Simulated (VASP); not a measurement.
Set up this calculation in VASP 6.6.1, as the native input.

- Task: single point
- Functional: PBE
- Potentials or basis: VASP PAW PBE potentials, release 64 (Fe)
- Cutoff: 520 eV
- k mesh: 18 × 18 × 10
- Occupations: gaussian, width 0.1 eV
- Spin: collinear spin, ferromagnetic start
- Starting moments: [2.87, 2.87] μB
- Dipole correction: no
- Further INCAR settings: ALGO = Normal; EDIFF = 1e-06; NBANDS = 19

The structure of Fe lies in POSCAR:

```
Fe
1.0
    2.5244062590      0.0000000000      0.0000000000
   -1.2622031295      2.1861999498      0.0000000000
    0.0000000000      0.0000000000      4.3743267789
Fe
2
Direct
    0.3333333333      0.6666666667      0.2500000000
    0.6666666667      0.3333333333      0.7500000000
```

This isn't the form of Fe at room conditions, which is bcc.

These files were run (other wordings do the same):

INCAR

```
SYSTEM = Fe
  PREC = Accurate
  ENCUT = 520
  EDIFF = 1E-6
  ISMEAR = 0
  SIGMA = 0.1
  LREAL = .FALSE.
  LASPH = .TRUE.
  NELM = 150
  ALGO = Normal
  ISIF = 2
  LWAVE = .FALSE.
  LCHARG = .FALSE.
  ISPIN = 2
  MAGMOM = 2.87 2.87
  LORBIT = 11
  LMAXMIX = 4
  GGA = PE
  NBANDS = 19
```

KPOINTS

```
regular mesh
0
G
  18 18 10
  0 0 0
```

Potentials or basis: VASP PAW PBE potentials, release 64 (Fe).

Command:

```bash
$ cat potpaw_PBE.64/Fe/POTCAR > POTCAR
$ mpirun -np 1 vasp_std > vasp.out
```

Results of the run:

```yaml
Pressure: -0.2 GPa
Net_moment: 5.18 μB per cell
Site_moments: Fe +2.58 μB
Valence_electrons_inside_the_program's_atomic_spheres: Fe 7.16
```

Wall time 84 s on 1 thread of Intel(R) Xeon(R) 6975P-C (Granite Rapids), on a shared host, peak memory 0.26 GiB.
